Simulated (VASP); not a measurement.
# Ba3Hf in VASP: a series of runs

Ba3Hf is run at these levels: PBE; tasks: single point, relaxation of cell and atoms.

Everything below comes from runs of VASP 6.6.1. Logs are shortened: lines on timing, memory, paths and dates and some standing lists are left out, and cuts for length are marked.

## (1) The cell of the first run

The typed cell holds 8 atoms: a = 5.604 Å, b = 5.678 Å, c = 11.067 Å, α = 89.96°, β = 89.75°, γ = 89.75°.

## (2) Single point, PBE

Contents of INCAR:

```
PREC = Accurate
ENCUT = 520
EDIFF = 1E-7
ISMEAR = 0
SIGMA = 0.1
LREAL = False
LASPH = True
NELM = 100
ALGO = Fast
ISIF = 2
LWAVE = False
LCHARG = False
GGA = PE
NBANDS = 50
```

Contents of KPOINTS:

```
Automatic mesh
0
Gamma
  4 4 2
```

Contents of POSCAR:

```
Ba3Hf
1.0
   -5.6039482274     -0.0116810354     -0.0111126072
   -0.0136105404     -0.0013473130     -5.6778198365
   -0.0259469029    -11.0674163716     -0.0050884408
Ba Hf
6 2
Direct
    0.0003924002      0.5001371242      0.7496985100
   -0.0004416571      0.5004400143      0.2501384416
    0.4996030079      0.4997646282     -0.0001099190
    0.4998680485      0.4995888750      0.5002213765
    0.5009981269     -0.0001942322      0.7500300638
    0.4992568555      0.0001551404      0.2498910261
    0.0002572568      0.0000204499     -0.0001210085
    0.0000659612      0.0000880000      0.5002515096
```

Potentials or basis: VASP PAW PBE potentials, release 64 (Ba_sv, Hf_pv).

Run with:

```
$ cat potpaw_PBE.64/Ba_sv/POTCAR potpaw_PBE.64/Hf_pv/POTCAR > POTCAR
$ mpirun -np 1 vasp_std > vasp.out
```

OUTCAR:

```text
PREC = Accurate
   ENCUT = 520
   EDIFF = 1E-7
   ISMEAR = 0
   LREAL = False
   LASPH = True
   NELM = 100
   ISIF = 2
   GGA = PE

 ion  position               nearest neighbor table
   1  0.000  0.500  0.750-   4 3.92   3 3.93   4 3.94   3 3.94   8 3.96   8 3.96   7 3.96   7 3.97
                             5 3.98   5 3.98   5 4.00   5 4.00
   2  1.000  0.500  0.250-   4 3.93   3 3.93   3 3.95   4 3.95   7 3.96   8 3.97   8 3.97   7 3.97
                             6 3.98   6 3.98   6 4.00   6 4.00
   3  0.500  0.500  1.000-   2 3.93   1 3.93   1 3.94   2 3.95   6 3.96   5 3.96   5 3.96   6 3.97
                             7 3.98   7 3.98   7 3.99   7 4.00
   4  0.500  0.500  0.500-   1 3.92   2 3.93   1 3.94   2 3.95   5 3.96   5 3.97   6 3.97   6 3.97
                             8 3.98   8 3.98   8 3.99   8 4.00
   5  0.501  1.000  0.750-   8 3.92   7 3.93   7 3.94   8 3.95   4 3.96   3 3.96   3 3.96   4 3.97
                             1 3.98   1 3.98   1 4.00   1 4.00
   6  0.499  0.000  0.250-   8 3.93   7 3.93   7 3.94   8 3.95   3 3.96   4 3.97   3 3.97   4 3.97
                             2 3.98   2 3.98   2 4.00   2 4.00
   7  0.000  0.000  1.000-   5 3.93   6 3.93   5 3.94   6 3.94   2 3.96   1 3.96   1 3.97   2 3.97
                             3 3.98   3 3.98   3 3.99   3 4.00
   8  0.000  0.000  0.500-   5 3.92   6 3.93   5 3.95   6 3.95   1 3.96   1 3.96   2 3.97   2 3.97
                             4 3.98   4 3.98   4 3.99   4 4.00

  LATTYP: Found a triclinic cell.
 ALAT       =     7.9950665161
 B/A-ratio  =     0.7009286800
 C/A-ratio  =     1.9826326788
 COS(alpha) =     0.0000453364
 COS(beta)  =     0.5084390840
 COS(gamma) =     0.7040396410

  Lattice vectors:

 A1 = (  -5.6175587678,  -0.0130283484,  -5.6889324437)
 A2 = (  -5.6039482274,  -0.0116810354,  -0.0111126072)
 A3 = (  -0.0012741779,  11.0647217456, -11.3505512322)

Analysis of symmetry for initial positions (statically):
=====================================================================
 Subroutine PRICEL returns:
 Original cell was already a primitive cell.

 Routine SETGRP: Setting up the symmetry group for a
 triclinic supercell.

 Subroutine GETGRP returns: Found  1 space group operations
 (whereof  1 operations were pure point group operations)
 out of a pool of  2 trial point group operations.

The static configuration has the point symmetry C_1 .

Analysis of symmetry for dynamics (positions and initial velocities):
=====================================================================
 Subroutine PRICEL returns:
 Original cell was already a primitive cell.

 Routine SETGRP: Setting up the symmetry group for a
 triclinic supercell.

 Subroutine GETGRP returns: Found  1 space group operations
 (whereof  1 operations were pure point group operations)
 out of a pool of  2 trial point group operations.

The dynamic configuration has the point symmetry C_1 .

 Subroutine INISYM returns: Found  1 space group operations
 (whereof  1 operations are pure point group operations),
 and found     1 'primitive' translations

----------------------------------------------------------------------------------------

                                     Primitive cell

  volume of cell :     352.1419

  direct lattice vectors                    reciprocal lattice vectors
    -5.603948227 -0.011681035 -0.011112607    -0.178447337  0.000418163  0.000427664
    -0.013610540 -0.001347313 -5.677819837     0.000349088  0.000080158 -0.176124796
    -0.025946903-11.067416372 -0.005088441     0.000188299 -0.090355776  0.000020990

  length of vectors
     5.603971420  5.677836310 11.067447957     0.178448339  0.176125160  0.090355974

  position of ions in fractional coordinates (direct lattice)
     0.000392400  0.500137124  0.749698510
     0.999558343  0.500440014  0.250138442
     0.499603008  0.499764628  0.999890081
     0.499868048  0.499588875  0.500221377
     0.500998127  0.999805768  0.750030064
     0.499256856  0.000155140  0.249891026
     0.000257257  0.000020450  0.999878991
     0.000065961  0.000088000  0.500251510

  ion indices of the primitive-cell ions
   primitive index   ion index
                 1           1
                 2           2
                 3           3
                 4           4
                 5           5
                 6           6
                 7           7
                 8           8

----------------------------------------------------------------------------------------

 KPOINTS: Automatic mesh

Automatic generation of k-mesh.
 Grid dimensions read from file:
 generate k-points for:    4    4    2

 Generating k-lattice:

  Cartesian coordinates                     Fractional coordinates (reciprocal lattice)
    -0.044611834  0.000104541  0.000106916     0.250000000 -0.000000000  0.000000000
     0.000087272  0.000020040 -0.044031199     0.000000000  0.250000000  0.000000000
     0.000094149 -0.045177888  0.000010495    -0.000000000  0.000000000  0.500000000

  Length of vectors
     0.044612085  0.044031290  0.045177987

  Shift w.r.t. Gamma in fractional coordinates (k-lattice)
     0.000000000  0.000000000  0.000000000

 Subroutine IBZKPT returns following result:
 ===========================================

 Found     20 irreducible k-points:

 Following reciprocal coordinates:
            Coordinates               Weight
  0.000000  0.000000  0.000000      1.000000
  0.250000  0.000000  0.000000      2.000000
  0.500000  0.000000  0.000000      1.000000
  0.000000  0.250000  0.000000      2.000000
  0.250000  0.250000 -0.000000      2.000000
  0.500000  0.250000  0.000000      2.000000
[... 12 lines left out ...]
  0.250000  0.500000  0.500000      2.000000
  0.500000  0.500000  0.500000      1.000000
   k-points           NKPTS =     20   k-points in BZ     NKDIM =     20   number of bands    NBANDS=     50
   number of dos      NEDOS =    301   number of ions     NIONS =      8
   total plane-waves  NPLWV = 148176
   dimension x,y,z NGX =    42 NGY =   42 NGZ =   84
   dimension x,y,z NGXF=    84 NGYF=   84 NGZF=  168
   ions per type =               6   2
   NGX,Y,Z   is equivalent  to a cutoff of  12.46, 12.30, 12.62 a.u.
   NGXF,Y,Z  is equivalent  to a cutoff of  24.92, 24.60, 25.24 a.u.
 SYSTEM =  unknown system
   PREC   = accura    normal or accurate (medium, high low for compatibility)
   ISTART =      0    job   : 0-new  1-cont  2-samecut
   ICHARG =      2    charge: 1-file 2-atom 10-const
   ISPIN  =      1    spin polarized calculation?
   LNONCOLLINEAR =      F non collinear calculations
   LSORBIT =      F    spin-orbit coupling
   LASPH  =      T    aspherical Exc in radial PAW
   ENCUT  =  520.0 eV  38.22 Ry    6.18 a.u.  10.42 10.56 20.58*2*pi/ulx,y,z
   NELM   =    100;   NELMIN=  2; NELMDL= -5     # of ELM steps
   EDIFF  = 0.1E-06   stopping-criterion for ELM
   LREAL  =      F    real-space projection
   EDIFFG = 0.1E-05   stopping-criterion for IOM
   NSW    =      0    number of steps for IOM
   IBRION =     -1    ionic relax: 0-MD 1-quasi-New 2-CG
   NFREE  =      0    steps in history (QN), initial steepest desc. (CG)
   ISIF   =      2    stress and relaxation
   ISYM   =      2    0-nonsym 1-usesym 2-fastsym
   POTIM  = 0.5000    time-step for ionic-motion
   TEBEG  =    0.0;   TEEND  =   0.0 temperature during run
   PSTRESS=    0.0 pullay stress
   NELECT =      80.0000    total number of electrons
   NUPDOWN=      -1.0000    fix difference up-down
   EMIN   =  10.00;   EMAX   =-10.00  energy-range for DOS
   EFERMI =   0.00;   METHOD = LEGACY
   ISMEAR =     0;   SIGMA  =   0.10  broadening in eV -4-tet -1-fermi 0-gaus
   EFERMI_NEDOS =   21; number of points for ismear=-14 and -15
   IALGO  =     68    algorithm
   IMIX   =      4    mixing-type and parameters
     AMIX     =   0.40;   BMIX     =  1.00
     AMIX_MAG =   1.60;   BMIX_MAG =  1.00
  volume/ion in A,a.u.               =      44.02       297.05
  Fermi-wavevector in a.u.,A,eV,Ry     =   0.998924  1.887692 13.576549  0.997848
  Thomas-Fermi vector in A             =   2.131179
   LORBIT       =      0    0 simple, 1 ext, 2 COOP (PROOUT), +10 PAW based schemes
   GGA     = PE    functional components
   LHFCALC =     F    Hartree Fock is set to
   AEXX    =    0.0000 exact exchange contribution
   IVDW    =     0    specifies the selected vdW correction
   LEPSILON=     F    determine dielectric tensor
   LRPA    =     F    only Hartree local field effects (RPA)
 non-spin polarized calculation
 RMM-DIIS sequential band-by-band and
 Gauss-broadening in eV      SIGMA  =   0.10
  energy-cutoff  :      520.00
  volume of cell :      352.14
 maximum number of plane-waves:      9508
 NGX is ok and might be reduce to    42

 number of electron      79.9999996 magnetization

 Free energy of the ion-electron system (eV)
  ---------------------------------------------------
  ext. energy  EPLUGINS =         0.00000000
  ---------------------------------------------------
  free energy    TOTEN  =       -25.83277888 eV

  energy without entropy =      -25.72604413  energy(sigma->0) =      -25.77941151

 E-fermi :   2.5455     XC(G=0):  -8.6021

 val. band max:        2.5395928353   @ k =   0.0000   0.5000   0.5000
 cond. band min:       2.5464110612   @ k =   0.5000   0.2500   0.0000
 fundamental gap:      0.0068182259
 Fermi energy:         2.5454683739

 k-point     1 :       0.0000    0.0000    0.0000
  band No.  band energies     occupation
      1     -29.2565      2.00000
      2     -29.2562      2.00000
      3     -29.2554      2.00000
      4     -29.2552      2.00000
      5     -29.2544      2.00000
      6     -29.2534      2.00000
[... 42 lines left out ...]
     49       4.1775      0.00000
     50       4.9043      0.00000

 k-point     2 :       0.2500    0.0000    0.0000
  band No.  band energies     occupation
      1     -29.2567      2.00000
      2     -29.2561      2.00000
      3     -29.2556      2.00000
      4     -29.2552      2.00000
      5     -29.2545      2.00000
      6     -29.2534      2.00000
[... 42 lines left out ...]
     49       3.8018      0.00000
     50       3.9132      0.00000

 k-point     3 :       0.5000    0.0000    0.0000
  band No.  band energies     occupation
      1     -29.2570      2.00000
      2     -29.2561      2.00000
      3     -29.2558      2.00000
      4     -29.2552      2.00000
      5     -29.2545      2.00000
      6     -29.2533      2.00000
[... 42 lines left out ...]
     49       3.6551      0.00000
     50       3.8169      0.00000

 k-point     4 :       0.0000    0.2500    0.0000
  band No.  band energies     occupation
      1     -29.2564      2.00000
      2     -29.2561      2.00000
      3     -29.2555      2.00000
      4     -29.2554      2.00000
      5     -29.2544      2.00000
      6     -29.2536      2.00000
[... 787 lines left out ...]
 k-point    19 :       0.2500    0.5000    0.5000
  band No.  band energies     occupation
      1     -29.2566      2.00000
      2     -29.2560      2.00000
      3     -29.2556      2.00000
      4     -29.2556      2.00000
      5     -29.2544      2.00000
      6     -29.2538      2.00000
[... 42 lines left out ...]
     49       3.8453      0.00000
     50       4.3762      0.00000

 k-point    20 :       0.5000    0.5000    0.5000
  band No.  band energies     occupation
      1     -29.2568      2.00000
      2     -29.2559      2.00000
      3     -29.2557      2.00000
      4     -29.2555      2.00000
      5     -29.2544      2.00000
      6     -29.2537      2.00000
[... 42 lines left out ...]
     49       3.6080      0.00000
     50       3.9042      0.00000

------------------------ aborting loop because EDIFF is reached ----------------------------------------

  FORCE on cell =-STRESS in cart. coord.  units (eV):
  Direction    XX          YY          ZZ          XY          YZ          ZX
  --------------------------------------------------------------------------------------
  -------------------------------------------------------------------------------------
  Total        0.4115389      0.5719272      0.2608435     -0.1103581     -0.0179638     -0.1103506
  in kB        1.8724222      2.6021574      1.1867874     -0.5021079     -0.0817316     -0.5020739
  external PRESSURE =       1.8871223 kB  Pullay stress =       0.0000000 kB

 VOLUME and BASIS-vectors are now :
 -----------------------------------------------------------------------------
  energy-cutoff  :      520.00
  volume of cell :      352.14
      direct lattice vectors                 reciprocal lattice vectors
    -5.603948227 -0.011681035 -0.011112607    -0.178447337  0.000418163  0.000427664
    -0.013610540 -0.001347313 -5.677819837     0.000349088  0.000080158 -0.176124796
    -0.025946903-11.067416372 -0.005088441     0.000188299 -0.090355776  0.000020990

 POSITION                                       TOTAL-FORCE (eV/Angst)
 -----------------------------------------------------------------------------------
     -0.02846     -8.29790     -2.84351         0.001456     -0.005689      0.002015
     -5.61477     -2.78074     -2.85379        -0.001516      0.000714      0.002386
     -2.83250    -11.07271     -2.84821        -0.004005     -0.000701     -0.001776
     -2.82101     -5.54267     -2.84468        -0.001192      0.005390     -0.003540
     -2.84064     -8.30809     -5.68610         0.005269     -0.001062     -0.001852
     -2.80430     -2.77148     -0.00770        -0.004115     -0.002237      0.001554
     -0.02739    -11.06608     -0.00521         0.003282     -0.000499      0.000060
     -0.01335     -5.53649     -0.00305         0.000819      0.004086      0.001153
 -----------------------------------------------------------------------------------
    total drift:                               -0.000019     -0.000062      0.000011

  FREE ENERGIE OF THE ION-ELECTRON SYSTEM (eV)
  ---------------------------------------------------
  free  energy   TOTEN  =       -25.8327788827 eV

  energy  without entropy=      -25.7260441274  energy(sigma->0) =      -25.77941151
```

Run time: 8.5 min. Hardware: 1 thread of Intel Xeon 6975P-C (Granite Rapids), shared host; peak memory 0.56 GiB.

Results:

```yaml
Free_energy: -25.8328 eV
Pressure: 0.2 GPa
Largest_force: 0.007 eV/Å
Band_gap_on_the_k_mesh: zero (bands 40 and 41 overlap by 0.82 eV)
```

Forces on the atoms (eV/Å):
```
Ba   0.001 -0.006  0.002
Ba  -0.002  0.001  0.002
Ba  -0.004 -0.001 -0.002
Ba  -0.001  0.005 -0.004
Ba   0.005 -0.001 -0.002
Ba  -0.004 -0.002  0.002
Hf   0.003  0.000  0.000
Hf   0.001  0.004  0.001
```

Stress tensor (GPa, compression positive):
```
 0.19 -0.05 -0.05
-0.05  0.26 -0.01
-0.05 -0.01  0.12
```

Levels at points of the mesh, in eV from the Fermi level:
| k point | band 38 | band 39 | band 40 | band 41 | band 42 | band 43 |
| --- | --- | --- | --- | --- | --- | --- |
| (0.00, 0.00, 0.00) | -0.62 | -0.60 | -0.32 | -0.23 | -0.03 | 0.52 |
| (0.50, 0.00, 0.00) | -0.16 | -0.04 | 0.09 | 0.38 | 0.45 | 0.50 |
| (0.00, 0.50, 0.00) | -0.17 | -0.04 | 0.16 | 0.36 | 0.48 | 0.51 |
| (0.50, 0.50, 0.00) | -0.17 | 0.23 | 0.33 | 0.52 | 0.53 | 0.77 |
| (0.00, 0.00, 0.50) | -0.74 | -0.44 | -0.43 | -0.31 | -0.31 | -0.28 |
| (0.50, 0.00, 0.50) | 0.01 | 0.02 | 0.02 | 0.03 | 0.03 | 0.31 |
| (0.00, 0.50, 0.50) | -0.02 | -0.01 | -0.01 | 0.04 | 0.04 | 0.28 |
| (0.50, 0.50, 0.50) | -0.67 | 0.51 | 0.51 | 0.85 | 0.85 | 0.86 |

Caveat: spin-orbit coupling is left out, which moves the levels of the heavy elements.

## (3) Relaxation of cell and atoms, PBE

This run uses another cell than the first one: it holds 4 atoms, not 8.

Contents of INCAR:

```
PREC = Accurate ; ENCUT = 600
EDIFF = 1E-7 ; ISMEAR = 0
SIGMA = 0.1 ; LREAL = False
LASPH = True ; NELM = 60
ALGO = Fast ; ISIF = 3
LWAVE = False ; LCHARG = False
GGA = PE ; IBRION = 2
NSW = 100 ; EDIFFG = -0.01
```

Contents of KPOINTS:

```
Automatic mesh
0
Gamma
  8 8 8
```

Contents of POSCAR:

```
Ba3Hf
1.0
    5.5858090026      0.0000000000      0.0000000000
    0.0000000000      5.5858090026      0.0000000000
    0.0000000000      0.0000000000      5.5858090026
Ba Hf
3 1
Direct
    0.0000000000      0.5000000000      0.5000000000
    0.5000000000      0.0000000000      0.5000000000
    0.5000000000      0.5000000000      0.0000000000
    0.0000000000      0.0000000000      0.0000000000
```

Potentials or basis: VASP PAW PBE potentials, release 64 (Ba_sv, Hf_pv).

Run with:

```
$ cat potpaw_PBE.64/Ba_sv/POTCAR potpaw_PBE.64/Hf_pv/POTCAR > POTCAR
$ mpirun -np 1 vasp_std > vasp.out
```

OUTCAR:

```text
PREC = Accurate
   ENCUT = 600
   EDIFF = 1E-7
   ISMEAR = 0
   LREAL = False
   LASPH = True
   NELM = 60
   ISIF = 3
   GGA = PE
   IBRION = 2
   NSW = 100
   EDIFFG = -0.01

 ion  position               nearest neighbor table
   1  0.000  0.500  0.500-   2 3.95   3 3.95   4 3.95   3 3.95   4 3.95   2 3.95   4 3.95   4 3.95
                             2 3.95   3 3.95   3 3.95   2 3.95
   2  0.500  0.000  0.500-   1 3.95   3 3.95   4 3.95   3 3.95   4 3.95   1 3.95   3 3.95   3 3.95
                             1 3.95   4 3.95   4 3.95   1 3.95
   3  0.500  0.500  0.000-   1 3.95   2 3.95   4 3.95   1 3.95   2 3.95   2 3.95   4 3.95   2 3.95
                             1 3.95   4 3.95   1 3.95   4 3.95
   4  0.000  0.000  0.000-   1 3.95   2 3.95   3 3.95   1 3.95   2 3.95   1 3.95   3 3.95   1 3.95
                             2 3.95   3 3.95   2 3.95   3 3.95

  LATTYP: Found a simple cubic cell.
 ALAT       =     5.5858090026

[... 270 lines left out ...]

  energy without entropy =      -12.89912528  energy(sigma->0) =      -12.92185910

 E-fermi :   2.5503     XC(G=0):  -8.5820

 val. band max:        2.5477050428   @ k =   0.3750   0.1250   0.1250
 cond. band min:       2.5557040134   @ k =   0.5000   0.3750   0.0000
 fundamental gap:      0.0079989706
 Fermi energy:         2.5503339201

 k-point     1 :       0.0000    0.0000    0.0000
  band No.  band energies     occupation
      1     -29.2747      2.00000
      2     -29.2747      2.00000
      3     -29.2747      2.00000
      4     -25.7070      2.00000
      5     -25.5331      2.00000
      6     -25.5331      2.00000
[... 637 lines left out ...]
     23       3.1349      0.00000
     24       3.1946      0.00000

 [... further k-points ...]

------------------------ aborting loop because EDIFF is reached ----------------------------------------

  FORCE on cell =-STRESS in cart. coord.  units (eV):
  Direction    XX          YY          ZZ          XY          YZ          ZX
  --------------------------------------------------------------------------------------
  -------------------------------------------------------------------------------------
  Total       -0.0088612     -0.0088612     -0.0088612     -0.0000000      0.0000000     -0.0000000
  in kB       -0.0801930     -0.0801930     -0.0801930     -0.0000000      0.0000000     -0.0000000
  external PRESSURE =      -0.0801930 kB  Pullay stress =       0.0000000 kB
[... 19 lines left out ...]
  FREE ENERGIE OF THE ION-ELECTRON SYSTEM (eV)
  ---------------------------------------------------
  free  energy   TOTEN  =       -12.9445929227 eV

  energy  without entropy=      -12.8991252802  energy(sigma->0) =      -12.92185910

 reached required accuracy - stopping structural energy minimisation
```

It took 6.4 min on 1 thread of Intel Xeon 6975P-C (Granite Rapids), shared host; peak memory 0.47 GiB.

Results:

```
Free energy                           : -12.9446 eV
Relaxed volume                        : 44.26 Å³/atom
Relaxed cell                          : a = 5.615 Å, b = 5.615 Å, c = 5.615 Å, α = 90.00°, β = 90.00°, γ = 90.00°
Space group after relaxing (to 0.1 Å) : Pm-3m (No. 221)
Energy gained by relaxing             : 0.5 meV/atom
Ionic steps                           : 3
Pressure after relaxing               : 0.0 GPa
Band gap on the k mesh                : zero (bands 20 and 21 overlap by 1.44 eV)
```

Step by step:
| step | energy change (eV) | largest force (eV/Å) | pressure (GPa) | volume (Å³) |
| --- | --- | --- | --- | --- |
| 1 | 0.0000 | 0.0000 | 0.24 | 174.28 |
| 2 | -0.0018 | 0.0000 | 0.09 | 175.97 |
| 3 | -0.0020 | 0.0000 | -0.01 | 177.04 |

Final structure:
```
CELL_PARAMETERS angstrom
5.61508 0.00000 0.00000
0.00000 5.61508 0.00000
0.00000 0.00000 5.61508
ATOMIC_POSITIONS crystal
Ba 0.00000 0.50000 0.50000
Ba 0.50000 0.00000 0.50000
Ba 0.50000 0.50000 0.00000
Hf 0.00000 0.00000 0.00000
```

Caveat: spin-orbit coupling is left out, which moves the levels of the heavy elements.
